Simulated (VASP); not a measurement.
# LaHfO (P4mm) in VASP: relaxation of cell and atoms with PBE

Aim: the relaxation of cell and atoms of LaHfO with PBE.

All numbers are computed with VASP 6.6.1; they aren't measurements. Logs are shortened: lines on timing, memory, paths and dates and some standing lists are left out, and cuts for length are marked.

### Step 1. The cell of the first run

It takes space group P4mm (No. 99, tetragonal). The conventional cell has a = 3.389 Å, b = 3.389 Å, c = 5.775 Å, α = 90.00°, β = 90.00°, γ = 90.00°. Within 3.2 Å of La (site symmetry 4mm) lie 4 O at 2.45 Å and 4 Hf at 2.64 Å. Hf (site symmetry 4mm) has 1 O at 1.63 Å within 2.2 Å. Within 2.2 Å of O (site symmetry 4mm) lie 1 Hf at 1.63 Å.

The cell was built from a structure type or drawn by symmetry, and may not be a known phase.

### Step 2. Relaxation of cell and atoms, PBE

INCAR

```
SYSTEM = LaHfO
PREC = Accurate ; ENCUT = 600
EDIFF = 1E-6 ; ISMEAR = 0
SIGMA = 0.2 ; LREAL = .False.
LASPH = .True. ; NELM = 100
ALGO = Normal ; ISIF = 3
LWAVE = .False. ; LCHARG = .False.
GGA = PE ; IBRION = 2
NSW = 36 ; EDIFFG = -0.08
```

KPOINTS

```
Automatic mesh
0
Gamma
  6 6 4
  0 0 0
```

POSCAR

```
LaHfO
1.0
    3.3893734900      0.0000000000      0.0000000000
    0.0000000000      3.3893734900      0.0000000000
    0.0000000000      0.0000000000      5.7747381800
La Hf O
1 1 1
Direct
    0.5000000000      0.5000000000      0.8282576700
    0.0000000000      0.0000000000      0.6351240900
    0.0000000000      0.0000000000      0.9168905500
```

Potentials or basis: VASP PAW PBE potentials, release 64 (La, Hf_pv, O).

Run with:

```sh
$ cat potpaw_PBE.64/La/POTCAR potpaw_PBE.64/Hf_pv/POTCAR potpaw_PBE.64/O/POTCAR > POTCAR
$ mpirun -np 1 vasp_std > vasp.out
```

OUTCAR:

```text
SYSTEM = LaHfO
   PREC = Accurate
   ENCUT = 600
   EDIFF = 1E-6
   ISMEAR = 0
   LREAL = .False.
   LASPH = .True.
   NELM = 100
   ISIF = 3
   GGA = PE
   IBRION = 2
   NSW = 36
   EDIFFG = -0.08

 ion  position               nearest neighbor table
   1  0.500  0.500  0.828-   3 2.45   3 2.45   3 2.45   3 2.45   2 2.64   2 2.64   2 2.64   2 2.64

   2  0.000  0.000  0.635-   3 1.63   1 2.64   1 2.64   1 2.64   1 2.64
   3  0.000  0.000  0.917-   2 1.63   1 2.45   1 2.45   1 2.45   1 2.45

  LATTYP: Found a simple tetragonal cell.
 ALAT       =     3.3893734900
 C/A-ratio  =     1.7037774671

  Lattice vectors:

 A1 = (   3.3893734900,   0.0000000000,   0.0000000000)
 A2 = (   0.0000000000,   3.3893734900,   0.0000000000)
 A3 = (   0.0000000000,   0.0000000000,   5.7747381800)

Analysis of symmetry for initial positions (statically):
=====================================================================
 Subroutine PRICEL returns:
 Original cell was already a primitive cell.

 Routine SETGRP: Setting up the symmetry group for a
 simple tetragonal supercell.

 Subroutine GETGRP returns: Found  8 space group operations
 (whereof  8 operations were pure point group operations)
 out of a pool of 16 trial point group operations.

The static configuration has the point symmetry C_4v.

Analysis of symmetry for dynamics (positions and initial velocities):
=====================================================================
 Subroutine PRICEL returns:
 Original cell was already a primitive cell.

 Routine SETGRP: Setting up the symmetry group for a
 simple tetragonal supercell.

 Subroutine GETGRP returns: Found  8 space group operations
 (whereof  8 operations were pure point group operations)
 out of a pool of 16 trial point group operations.

The dynamic configuration has the point symmetry C_4v.

 Subroutine INISYM returns: Found  8 space group operations
 (whereof  8 operations are pure point group operations),
 and found     1 'primitive' translations

----------------------------------------------------------------------------------------

                                     Primitive cell

  volume of cell :      66.3393

  direct lattice vectors                    reciprocal lattice vectors
     3.389373490  0.000000000  0.000000000     0.295039777  0.000000000  0.000000000
     0.000000000  3.389373490  0.000000000     0.000000000  0.295039777  0.000000000
     0.000000000  0.000000000  5.774738180     0.000000000  0.000000000  0.173168024

  length of vectors
     3.389373490  3.389373490  5.774738180     0.295039777  0.295039777  0.173168024

  position of ions in fractional coordinates (direct lattice)
     0.500000000  0.500000000  0.828257670
     0.000000000  0.000000000  0.635124090
     0.000000000  0.000000000  0.916890550

  ion indices of the primitive-cell ions
   primitive index   ion index
                 1           1
                 2           2
                 3           3

----------------------------------------------------------------------------------------

 KPOINTS: Automatic mesh

Automatic generation of k-mesh.
 Grid dimensions read from file:
 generate k-points for:    6    6    4

 Generating k-lattice:

  Cartesian coordinates                     Fractional coordinates (reciprocal lattice)
     0.049173296  0.000000000  0.000000000     0.166666667  0.000000000  0.000000000
     0.000000000  0.049173296  0.000000000     0.000000000  0.166666667  0.000000000
     0.000000000  0.000000000  0.043292006     0.000000000  0.000000000  0.250000000

  Length of vectors
     0.049173296  0.049173296  0.043292006

  Shift w.r.t. Gamma in fractional coordinates (k-lattice)
     0.000000000  0.000000000  0.000000000

 Subroutine IBZKPT returns following result:
 ===========================================

 Found     30 irreducible k-points:

 Following reciprocal coordinates:
            Coordinates               Weight
  0.000000  0.000000  0.000000      1.000000
  0.166667  0.000000  0.000000      4.000000
  0.333333  0.000000  0.000000      4.000000
  0.500000  0.000000  0.000000      2.000000
  0.166667  0.166667  0.000000      4.000000
  0.333333  0.166667  0.000000      8.000000
[... 16 lines left out ...]
  0.333333  0.000000  0.500000      4.000000
  0.500000  0.000000  0.500000      2.000000
 [... further k-points ...]
   k-points           NKPTS =     30   k-points in BZ     NKDIM =     30   number of bands    NBANDS=     17
   number of dos      NEDOS =    301   number of ions     NIONS =      3
   total plane-waves  NPLWV =  37632
   dimension x,y,z NGX =    28 NGY =   28 NGZ =   48
   dimension x,y,z NGXF=    56 NGYF=   56 NGZF=   96
   ions per type =               1   1   1
   NGX,Y,Z   is equivalent  to a cutoff of  13.73, 13.73, 13.82 a.u.
   NGXF,Y,Z  is equivalent  to a cutoff of  27.47, 27.47, 27.64 a.u.
 SYSTEM =  LaHfO
   PREC   = accura    normal or accurate (medium, high low for compatibility)
   ISTART =      0    job   : 0-new  1-cont  2-samecut
   ICHARG =      2    charge: 1-file 2-atom 10-const
   ISPIN  =      1    spin polarized calculation?
   LNONCOLLINEAR =      F non collinear calculations
   LSORBIT =      F    spin-orbit coupling
   LASPH  =      T    aspherical Exc in radial PAW
   ENCUT  =  600.0 eV  44.10 Ry    6.64 a.u.   6.77  6.77 11.53*2*pi/ulx,y,z
   NELM   =    100;   NELMIN=  2; NELMDL= -5     # of ELM steps
   EDIFF  = 0.1E-05   stopping-criterion for ELM
   LREAL  =      F    real-space projection
   EDIFFG = -.8E-01   stopping-criterion for IOM
   NSW    =     36    number of steps for IOM
   IBRION =      2    ionic relax: 0-MD 1-quasi-New 2-CG
   NFREE  =      1    steps in history (QN), initial steepest desc. (CG)
   ISIF   =      3    stress and relaxation
   ISYM   =      2    0-nonsym 1-usesym 2-fastsym
   POTIM  = 0.5000    time-step for ionic-motion
   TEBEG  =    0.0;   TEEND  =   0.0 temperature during run
   PSTRESS=    0.0 pullay stress
   NELECT =      27.0000    total number of electrons
   NUPDOWN=      -1.0000    fix difference up-down
   EMIN   =  10.00;   EMAX   =-10.00  energy-range for DOS
   EFERMI =   0.00;   METHOD = LEGACY
   ISMEAR =     0;   SIGMA  =   0.20  broadening in eV -4-tet -1-fermi 0-gaus
   EFERMI_NEDOS =   21; number of points for ismear=-14 and -15
   IALGO  =     38    algorithm
   IMIX   =      4    mixing-type and parameters
     AMIX     =   0.40;   BMIX     =  1.00
     AMIX_MAG =   1.60;   BMIX_MAG =  1.00
  volume/ion in A,a.u.               =      22.11       149.23
  Fermi-wavevector in a.u.,A,eV,Ry     =   1.213219  2.292651 20.026404  1.471899
  Thomas-Fermi vector in A             =   2.348678
   LORBIT       =      0    0 simple, 1 ext, 2 COOP (PROOUT), +10 PAW based schemes
   GGA     = PE    functional components
   LHFCALC =     F    Hartree Fock is set to
   AEXX    =    0.0000 exact exchange contribution
   IVDW    =     0    specifies the selected vdW correction
   LEPSILON=     F    determine dielectric tensor
   LRPA    =     F    only Hartree local field effects (RPA)
 conjugate gradient relaxation of ions
 non-spin polarized calculation
 Gauss-broadening in eV      SIGMA  =   0.20
  energy-cutoff  :      600.00
  volume of cell :       66.34
 maximum number of plane-waves:      2232
 NGX is ok and might be reduce to    28
   NGX = 13   NGY = 13   NGZ = 23

--------------------------------------- Ionic step        1  -------------------------------------------

 number of electron      26.9999998 magnetization

 Free energy of the ion-electron system (eV)
  ---------------------------------------------------
  ext. energy  EPLUGINS =         0.00000000
  ---------------------------------------------------
  free energy    TOTEN  =       -17.15600744 eV

  energy without entropy =      -17.10068710  energy(sigma->0) =      -17.12834727

------------------------ aborting loop because EDIFF is reached ----------------------------------------

  FORCE on cell =-STRESS in cart. coord.  units (eV):
  Direction    XX          YY          ZZ          XY          YZ          ZX
  --------------------------------------------------------------------------------------
  -------------------------------------------------------------------------------------
  Total       18.0526879     18.0526879     32.0064396      0.0000000      0.0000000      0.0000000
  in kB      435.9947920    435.9947920    772.9951929      0.0000000      0.0000000      0.0000000
  external PRESSURE =     548.3282590 kB  Pullay stress =       0.0000000 kB
[... 92 lines left out ...]
  FREE ENERGIE OF THE ION-ELECTRON SYSTEM (eV)
  ---------------------------------------------------
  free  energy   TOTEN  =       -16.7622831195 eV

  energy  without entropy=      -16.6211262742  energy(sigma->0) =      -16.69170470

 E-fermi :   3.7111     XC(G=0):  -8.6668

 val. band max:        3.6921206938   @ k =   0.3333   0.1667   0.2500
 cond. band min:       3.7435226785   @ k =   0.5000   0.3333   0.0000
 fundamental gap:      0.0514019846
 Fermi energy:         3.7110798119

 k-point     1 :       0.0000    0.0000    0.0000
  band No.  band energies     occupation
      1     -28.7064      2.00000
      2     -28.2901      2.00000
      3     -27.8961      2.00000
      4     -27.8961      2.00000
      5     -13.5714      2.00000
      6     -12.1611      2.00000
[... 9 lines left out ...]
     16       4.9186      0.00000
     17       4.9910      0.00000
[... 443 lines left out ...]
      1     -28.5989      2.00000
      2     -28.3299      2.00000
      3     -27.9522      2.00000
      4     -27.8896      2.00000
      5     -14.2338      2.00000
      6     -12.3439      2.00000
[... 9 lines left out ...]
     16       5.2835      0.00000
     17       5.6994      0.00000

 [... further k-points ...]

 E-fermi :   4.9675     XC(G=0):  -9.3551

 val. band max:        4.9458274206   @ k =   0.5000   0.1667   0.0000
 cond. band min:       4.9942742179   @ k =   0.3333   0.1667   0.0000
 fundamental gap:      0.0484467974
 Fermi energy:         4.9674988927

 k-point     1 :       0.0000    0.0000    0.0000
  band No.  band energies     occupation
      1     -27.7647      2.00000
      2     -27.0125      2.00000
      3     -26.6862      2.00000
      4     -26.6862      2.00000
      5     -13.6158      2.00000
      6     -11.4881      2.00000
[... 9 lines left out ...]
     16       6.2502      0.00000
     17       6.2502      0.00000
[... 443 lines left out ...]
      1     -27.6489      2.00000
      2     -27.0278      2.00000
      3     -26.7590      2.00000
      4     -26.6794      2.00000
      5     -14.6349      2.00000
      6     -11.3582      2.00000
[... 9 lines left out ...]
     16       6.6800      0.00000
     17       6.7291      0.00000

 [... further k-points ...]

[... ionic steps 4 to 31 ...]

--------------------------------------- Ionic step       32  -------------------------------------------

 number of electron      26.9999992 magnetization

------------------------ aborting loop because EDIFF is reached ----------------------------------------

  FORCE on cell =-STRESS in cart. coord.  units (eV):
  Direction    XX          YY          ZZ          XY          YZ          ZX
  --------------------------------------------------------------------------------------
  -------------------------------------------------------------------------------------
  Total        0.2212512      0.2212512      0.9287087      0.0000000      0.0000000      0.0000000
  in kB        6.0514834      6.0514834     25.4012929      0.0000000      0.0000000      0.0000000
  external PRESSURE =      12.5014199 kB  Pullay stress =       0.0000000 kB
[... 59 lines left out ...]
  energy  without entropy=      -25.2229852198  energy(sigma->0) =      -25.23674760

--------------------------------------- Ionic step       34  -------------------------------------------

 number of electron      26.9999993 magnetization

 Free energy of the ion-electron system (eV)
  ---------------------------------------------------
  ext. energy  EPLUGINS =         0.00000000
  ---------------------------------------------------
  free energy    TOTEN  =       -25.25600321 eV

  energy without entropy =      -25.22679877  energy(sigma->0) =      -25.24140099

 E-fermi :   7.9711     XC(G=0): -10.9343

 val. band max:        7.9259414627   @ k =   0.5000   0.5000   0.5000
 cond. band min:       8.0684721916   @ k =   0.3333   0.0000   0.0000
 fundamental gap:      0.1425307289
 Fermi energy:         7.9711079473

 k-point     1 :       0.0000    0.0000    0.0000
  band No.  band energies     occupation
      1     -24.5858      2.00000
      2     -23.5707      2.00000
      3     -23.2588      2.00000
      4     -23.2588      2.00000
      5     -12.4051      2.00000
      6      -8.1737      2.00000
[... 9 lines left out ...]
     16       9.7059      0.00000
     17      10.0040      0.00000
[... 443 lines left out ...]
      1     -24.4656      2.00000
      2     -23.6860      2.00000
      3     -23.3384      2.00000
      4     -23.2477      2.00000
      5     -12.3482      2.00000
      6      -8.2839      2.00000
[... 9 lines left out ...]
     16      10.0011      0.00000
     17      10.1109      0.00000

 [... further k-points ...]

------------------------ aborting loop because EDIFF is reached ----------------------------------------

  FORCE on cell =-STRESS in cart. coord.  units (eV):
  Direction    XX          YY          ZZ          XY          YZ          ZX
  --------------------------------------------------------------------------------------
  -------------------------------------------------------------------------------------
  Total       -0.0457647     -0.0457647     -0.1901095      0.0000000      0.0000000      0.0000000
  in kB       -1.2394846     -1.2394846     -5.1488976      0.0000000      0.0000000      0.0000000
  external PRESSURE =      -2.5426223 kB  Pullay stress =       0.0000000 kB
[... 18 lines left out ...]
  FREE ENERGIE OF THE ION-ELECTRON SYSTEM (eV)
  ---------------------------------------------------
  free  energy   TOTEN  =       -25.2560032123 eV

  energy  without entropy=      -25.2267987748  energy(sigma->0) =      -25.24140099

 reached required accuracy - stopping structural energy minimisation
```

It took 9.6 min on 1 thread of Intel Xeon 6975P-C (Granite Rapids), shared host; peak memory 0.24 GiB.

Results:

```yaml
Free_energy: -25.2560 eV
Relaxed_volume: 19.72 Å³/atom
Relaxed_cell: a = 3.717 Å, b = 3.717 Å, c = 4.281 Å, α = 90.00°, β = 90.00°, γ = 90.00°
Space_group_after_relaxing_to_0.1_Å: P4/mmm (No. 123)
Pressure_after_relaxing: -0.3 GPa
Largest_force_after_relaxing: 0.060 eV/Å
Band_gap_on_the_k_mesh: zero (an odd number of electrons rules out a gap without spin polarisation)
```

Forces in eV/Å, atoms in the order of the input:
```
La   0.000  0.000 -0.060
Hf   0.000  0.000  0.048
O    0.000  0.000  0.012
```

Final structure:
```yaml
crystal:
  lattice:
    - [3.71712, 0.00000, 0.00000]
    - [0.00000, 3.71712, 0.00000]
    - [0.00000, 0.00000, 4.28142]
  atoms:
    - { symbol: La, position: [0.50000, 0.50000, 0.96133] }
    - { symbol: Hf, position: [0.00000, 0.00000, 0.45939] }
    - { symbol: O, position: [0.00000, 0.00000, 0.95956] }
```

Caveat: a cell axis changed by over 15 % at a fixed basis, so the end point is rough; spin-orbit coupling is left out, which moves the levels of the heavy elements; an odd number of electrons without spin polarisation forces a metal; a magnetic or distorted state may lie lower; the relaxation stopped at a loose force limit of 0.08 eV/Å, so its end isn't a converged minimum.
